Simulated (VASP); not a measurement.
# CoPtO2 (R-3m) in VASP: a series of runs

Runs on CoPtO2. Level: PBE. Tasks: single point.

Everything below comes from runs of VASP 6.6.1. Logs are shortened: lines on timing, memory, paths and dates and some standing lists are left out, and cuts for length are marked.

## (1) The cell of the first run

The structure is trigonal, space group R-3m (No. 166). The conventional cell has a = 2.877 Å, b = 2.877 Å, c = 17.972 Å, α = 90.00°, β = 90.00°, γ = 120.00°. Within 2.6 Å of Co (site symmetry -3m) lie 6 O at 1.93 Å. Pt (site symmetry -3m) has 2 O at 2.02 Å within 2.7 Å. Within 2.6 Å of O (site symmetry 3m) lie 3 Co at 1.93 Å and 1 Pt at 2.02 Å and 3 O at 2.56 Å.

## (2) Single point, PBE (10.74 Å³/atom)

The input, INCAR:

```
SYSTEM = CoPtO2
PREC = Accurate
ENCUT = 600
EDIFF = 1E-6
ISMEAR = 0
SIGMA = 0.05
LREAL = .False.
LASPH = .True.
NELM = 120
ALGO = Normal
ISIF = 2
LWAVE = .False.
LCHARG = .False.
GGA = PE
NBANDS = 24
GGA_COMPAT = .False.
```

The input, KPOINTS:

```
regular mesh
0
Gamma
  14 14 14
  0 0 0
```

The input, POSCAR:

```
CoPtO2
1.0
    1.4386816921      0.8306232622      5.9907053363
   -1.4386816921      0.8306232622      5.9907053363
    0.0000000000     -1.6612465244      5.9907053363
Co Pt O
1 1 2
Direct
    0.5000000000      0.5000000000      0.5000000000
    0.0000000000      0.0000000000      0.0000000000
    0.8874854202      0.8874854202      0.8874854202
    0.1125145798      0.1125145798      0.1125145798
```

Potentials or basis: VASP PAW PBE potentials, release 64 (Co, Pt, O).

Launch:

```console
cat potpaw_PBE.64/Co/POTCAR potpaw_PBE.64/Pt/POTCAR potpaw_PBE.64/O/POTCAR > POTCAR
mpirun -np 1 vasp_std > vasp.out
```

OUTCAR:

```text
SYSTEM = CoPtO2
   PREC = Accurate
   ENCUT = 600
   EDIFF = 1E-6
   ISMEAR = 0
   LREAL = .False.
   LASPH = .True.
   NELM = 120
   ISIF = 2
   GGA = PE

 ion  position               nearest neighbor table
   1  0.500  0.500  0.500-   4 1.93   3 1.93   4 1.93   4 1.93   3 1.93   3 1.93
   2  0.000  0.000  0.000-   3 2.02   4 2.02
   3  0.887  0.887  0.887-   1 1.93   1 1.93   1 1.93   2 2.02
   4  0.113  0.113  0.113-   1 1.93   1 1.93   1 1.93   2 2.02

  LATTYP: Found a trigonal (rhomboedric) cell.
 ALAT       =     6.2167749228
 COS(alpha) =     0.8928902165

  Lattice vectors:

 A1 = (   1.4386816921,   0.8306232622,   5.9907053363)
 A2 = (  -1.4386816921,   0.8306232622,   5.9907053363)
 A3 = (   0.0000000000,  -1.6612465244,   5.9907053363)

Analysis of symmetry for initial positions (statically):
=====================================================================
 Subroutine PRICEL returns:
 Original cell was already a primitive cell.

 Routine SETGRP: Setting up the symmetry group for a
 trigonal (rhombohedral) supercell.

 Subroutine GETGRP returns: Found 12 space group operations
 (whereof 12 operations were pure point group operations)
 out of a pool of 12 trial point group operations.

The static configuration has the point symmetry D_3d.

Analysis of symmetry for dynamics (positions and initial velocities):
=====================================================================
 Subroutine PRICEL returns:
 Original cell was already a primitive cell.

 Routine SETGRP: Setting up the symmetry group for a
 trigonal (rhombohedral) supercell.

 Subroutine GETGRP returns: Found 12 space group operations
 (whereof 12 operations were pure point group operations)
 out of a pool of 12 trial point group operations.

The dynamic configuration has the point symmetry D_3d.

 Subroutine INISYM returns: Found 12 space group operations
 (whereof 12 operations are pure point group operations),
 and found     1 'primitive' translations

----------------------------------------------------------------------------------------

                                     Primitive cell

  volume of cell :      42.9534

  direct lattice vectors                    reciprocal lattice vectors
     1.438681692  0.830623262  5.990705336     0.347540393  0.200652539  0.055641751
    -1.438681692  0.830623262  5.990705336    -0.347540393  0.200652539  0.055641751
     0.000000000 -1.661246524  5.990705336     0.000000000 -0.401305078  0.055641751

  length of vectors
     6.216774923  6.216774923  6.216774923     0.405144135  0.405144135  0.405144135

  position of ions in fractional coordinates (direct lattice)
     0.500000000  0.500000000  0.500000000
     0.000000000  0.000000000  0.000000000
     0.887485420  0.887485420  0.887485420
     0.112514580  0.112514580  0.112514580

  ion indices of the primitive-cell ions
   primitive index   ion index
                 1           1
                 2           2
                 3           3
                 4           4

----------------------------------------------------------------------------------------

 KPOINTS: regular mesh

Automatic generation of k-mesh.
 Grid dimensions read from file:
 generate k-points for:   14   14   14

 Generating k-lattice:

  Cartesian coordinates                     Fractional coordinates (reciprocal lattice)
     0.024824314  0.014332324  0.003974411     0.071428571  0.000000000 -0.000000000
    -0.024824314  0.014332324  0.003974411     0.000000000  0.071428571 -0.000000000
     0.000000000 -0.028664648  0.003974411    -0.000000000 -0.000000000  0.071428571

  Length of vectors
     0.028938867  0.028938867  0.028938867

  Shift w.r.t. Gamma in fractional coordinates (k-lattice)
     0.000000000  0.000000000  0.000000000

 Subroutine IBZKPT returns following result:
 ===========================================

 Found    288 irreducible k-points:

 Following reciprocal coordinates:
            Coordinates               Weight
  0.000000  0.000000  0.000000      1.000000
  0.071429  0.000000  0.000000      6.000000
  0.142857  0.000000  0.000000      6.000000
  0.214286 -0.000000  0.000000      6.000000
  0.285714 -0.000000  0.000000      6.000000
  0.357143 -0.000000  0.000000      6.000000
[... 16 lines left out ...]
  0.214286  0.142857  0.000000     12.000000
  0.285714  0.142857  0.000000     12.000000
 [... further k-points ...]
   k-points           NKPTS =    288   k-points in BZ     NKDIM =    288   number of bands    NBANDS=     24
   number of dos      NEDOS =    301   number of ions     NIONS =      4
   total plane-waves  NPLWV = 125000
   dimension x,y,z NGX =    50 NGY =   50 NGZ =   50
   dimension x,y,z NGXF=   100 NGYF=  100 NGZF=  100
   ions per type =               1   1   2
   NGX,Y,Z   is equivalent  to a cutoff of  13.37, 13.37, 13.37 a.u.
   NGXF,Y,Z  is equivalent  to a cutoff of  26.74, 26.74, 26.74 a.u.
 SYSTEM =  CoPtO2
   PREC   = accura    normal or accurate (medium, high low for compatibility)
   ISTART =      0    job   : 0-new  1-cont  2-samecut
   ICHARG =      2    charge: 1-file 2-atom 10-const
   ISPIN  =      1    spin polarized calculation?
   LNONCOLLINEAR =      F non collinear calculations
   LSORBIT =      F    spin-orbit coupling
   LASPH  =      T    aspherical Exc in radial PAW
   ENCUT  =  600.0 eV  44.10 Ry    6.64 a.u.  12.42 12.42 12.42*2*pi/ulx,y,z
   NELM   =    120;   NELMIN=  2; NELMDL= -5     # of ELM steps
   EDIFF  = 0.1E-05   stopping-criterion for ELM
   LREAL  =      F    real-space projection
   EDIFFG = 0.1E-04   stopping-criterion for IOM
   NSW    =      0    number of steps for IOM
   IBRION =     -1    ionic relax: 0-MD 1-quasi-New 2-CG
   NFREE  =      0    steps in history (QN), initial steepest desc. (CG)
   ISIF   =      2    stress and relaxation
   ISYM   =      2    0-nonsym 1-usesym 2-fastsym
   POTIM  = 0.5000    time-step for ionic-motion
   TEBEG  =    0.0;   TEEND  =   0.0 temperature during run
   PSTRESS=    0.0 pullay stress
   NELECT =      31.0000    total number of electrons
   NUPDOWN=      -1.0000    fix difference up-down
   EMIN   =  10.00;   EMAX   =-10.00  energy-range for DOS
   EFERMI =   0.00;   METHOD = LEGACY
   ISMEAR =     0;   SIGMA  =   0.05  broadening in eV -4-tet -1-fermi 0-gaus
   EFERMI_NEDOS =   21; number of points for ismear=-14 and -15
   IALGO  =     38    algorithm
   IMIX   =      4    mixing-type and parameters
     AMIX     =   0.40;   BMIX     =  1.00
     AMIX_MAG =   1.60;   BMIX_MAG =  1.00
  volume/ion in A,a.u.               =      10.74        72.47
  Fermi-wavevector in a.u.,A,eV,Ry     =   1.468462  2.774991 29.339341  2.156381
  Thomas-Fermi vector in A             =   2.583957
   LORBIT       =      0    0 simple, 1 ext, 2 COOP (PROOUT), +10 PAW based schemes
   GGA     = PE    functional components
   LHFCALC =     F    Hartree Fock is set to
   AEXX    =    0.0000 exact exchange contribution
   IVDW    =     0    specifies the selected vdW correction
   LEPSILON=     F    determine dielectric tensor
   LRPA    =     F    only Hartree local field effects (RPA)
 non-spin polarized calculation
 Gauss-broadening in eV      SIGMA  =   0.05
  energy-cutoff  :      600.00
  volume of cell :       42.95
 maximum number of plane-waves:      1449
 NGX is ok and might be reduce to    50
   NGX = 25   NGY = 25   NGZ = 25

 number of electron      31.0000002 magnetization

 Free energy of the ion-electron system (eV)
  ---------------------------------------------------
  ext. energy  EPLUGINS =         0.00000000
  ---------------------------------------------------
  free energy    TOTEN  =       -26.44818157 eV

  energy without entropy =      -26.44690058  energy(sigma->0) =      -26.44754107

 E-fermi :   8.1232     XC(G=0): -12.4125

 val. band max:        8.1200133182   @ k =  -0.2143  -0.2857   0.1429
 cond. band min:       8.1362706073   @ k =  -0.4286  -0.4286   0.0714
 fundamental gap:      0.0162572891
 Fermi energy:         8.1232358863

 k-point     1 :       0.0000    0.0000    0.0000
  band No.  band energies     occupation
      1     -13.1435      2.00000
      2     -11.3568      2.00000
      3      -1.1767      2.00000
      4       1.3507      2.00000
      5       1.8134      2.00000
      6       1.8134      2.00000
[... 16 lines left out ...]
     23      23.6028      0.00000
     24      25.0496      0.00000

 k-point     2 :       0.0714    0.0000    0.0000
  band No.  band energies     occupation
      1     -13.0891      2.00000
      2     -11.3526      2.00000
      3      -1.1044      2.00000
      4       1.4865      2.00000
      5       1.6484      2.00000
      6       1.8402      2.00000
[... 16 lines left out ...]
     23      23.6924      0.00000
     24      24.4189      0.00000

 k-point     3 :       0.1429    0.0000    0.0000
  band No.  band energies     occupation
      1     -12.9326      2.00000
      2     -11.3420      2.00000
      3      -0.9033      2.00000
      4       1.2997      2.00000
      5       1.8516      2.00000
      6       1.9160      2.00000
[... 16 lines left out ...]
     23      23.1812      0.00000
     24      23.4940      0.00000

 k-point     4 :       0.2143   -0.0000    0.0000
  band No.  band energies     occupation
      1     -12.6937      2.00000
      2     -11.3312      2.00000
      3      -0.6160      2.00000
      4       0.9521      2.00000
      5       2.0280      2.00000
      6       2.1720      2.00000
[... 16 lines left out ...]
     23      22.0239      0.00000
     24      22.1749      0.00000

 k-point     5 :       0.2857   -0.0000    0.0000
  band No.  band energies     occupation
      1     -12.4049      2.00000
      2     -11.3301      2.00000
      3      -0.3061      2.00000
      4       0.6714      2.00000
      5       1.9056      2.00000
      6       2.1583      2.00000
[... 16 lines left out ...]
     23      21.2755      0.00000
     24      22.4299      0.00000

 k-point     6 :       0.3571   -0.0000    0.0000
  band No.  band energies     occupation
      1     -12.1099      2.00000
      2     -11.3505      2.00000
      3      -0.0567      2.00000
      4       0.4338      2.00000
      5       1.5411      2.00000
      6       2.2881      2.00000
[... 16 lines left out ...]
     23      20.9308      0.00000
     24      22.6014      0.00000
[... 379 lines left out ...]
 k-point    21 :      -0.0714    0.0714    0.0000
  band No.  band energies     occupation
      1     -12.9868      2.00000
      2     -11.3400      2.00000
      3      -0.9832      2.00000
      4       1.4053      2.00000
      5       1.7369      2.00000
      6       1.8841      2.00000
[... 16 lines left out ...]
     23      23.5220      0.00000
     24      23.6745      0.00000

 k-point    22 :       0.1429    0.1429    0.0000
  band No.  band energies     occupation
      1     -12.9216      2.00000
      2     -11.3597      2.00000
      3      -0.8527      2.00000
      4       1.3002      2.00000
      5       1.8715      2.00000
      6       1.9111      2.00000
[... 16 lines left out ...]
     23      23.1219      0.00000
     24      23.4952      0.00000

 k-point    23 :       0.2143    0.1429    0.0000
  band No.  band energies     occupation
      1     -12.7701      2.00000
      2     -11.3587      2.00000
      3      -0.6582      2.00000
      4       1.0944      2.00000
      5       1.9439      2.00000
      6       2.1558      2.00000
[... 16 lines left out ...]
     23      22.4100      0.00000
     24      22.9140      0.00000

 k-point    24 :       0.2857    0.1429    0.0000
  band No.  band energies     occupation
      1     -12.5427      2.00000
      2     -11.3563      2.00000
      3      -0.3989      2.00000
      4       0.8999      2.00000
      5       1.9176      2.00000
      6       2.2782      2.00000
[... 16 lines left out ...]
     23      21.6883      0.00000
     24      22.1794      0.00000

 [... further k-points ...]

------------------------ aborting loop because EDIFF is reached ----------------------------------------

  FORCE on cell =-STRESS in cart. coord.  units (eV):
  Direction    XX          YY          ZZ          XY          YZ          ZX
  --------------------------------------------------------------------------------------
  -------------------------------------------------------------------------------------
  Total       -1.2029412     -1.2029412     -1.1222836      0.0000000     -0.0000000      0.0000000
  in kB      -44.8700934    -44.8700934    -41.8615397      0.0000000     -0.0000000      0.0000000
  external PRESSURE =     -43.8672422 kB  Pullay stress =       0.0000000 kB

 VOLUME and BASIS-vectors are now :
 -----------------------------------------------------------------------------
  energy-cutoff  :      600.00
  volume of cell :       42.95
      direct lattice vectors                 reciprocal lattice vectors
     1.438681692  0.830623262  5.990705336     0.347540393  0.200652539  0.055641751
    -1.438681692  0.830623262  5.990705336    -0.347540393  0.200652539  0.055641751
     0.000000000 -1.661246524  5.990705336     0.000000000 -0.401305078  0.055641751

 POSITION                                       TOTAL-FORCE (eV/Angst)
 -----------------------------------------------------------------------------------
      0.00000      0.00000      8.98606         0.000000     -0.000000      0.000000
      0.00000      0.00000      0.00000        -0.000000     -0.000000     -0.000000
      0.00000      0.00000     15.94999         0.000000      0.000000      0.017990
      0.00000      0.00000      2.02213         0.000000      0.000000     -0.017990
 -----------------------------------------------------------------------------------
    total drift:                               -0.000000      0.000000     -0.000000

  FREE ENERGIE OF THE ION-ELECTRON SYSTEM (eV)
  ---------------------------------------------------
  free  energy   TOTEN  =       -26.4481815663 eV

  energy  without entropy=      -26.4469005804  energy(sigma->0) =      -26.44754107
```

Run time: 36 min. Hardware: 1 thread of Intel Xeon 8259CL, shared host; peak memory 0.64 GiB.

What came out:

- Free energy: -26.4482 eV
- Pressure: -4.4 GPa
- Largest force: 0.018 eV/Å
- Band gap on the k mesh: zero (an odd number of electrons rules out a gap without spin polarisation)

Forces in eV/Å, atoms in the order of the input:
```
Co   0.000  0.000  0.000
Pt   0.000  0.000  0.000
O    0.000  0.000  0.018
O    0.000  0.000 -0.018
```

Caveat: the cell stands under tension; spin-orbit coupling is left out, which moves the levels of the heavy elements; an odd number of electrons without spin polarisation forces a metal; a magnetic or distorted state may lie lower; the run has no spin polarisation, though such a crystal can be magnetic; semilocal functionals often make such compounds metallic where correlation or magnetic order opens a gap, which also shifts bond lengths. With open d or f shells a metallic result of PBE can be an artefact of self-interaction; +U or a hybrid may open a gap.

[end of part 1 of 2]
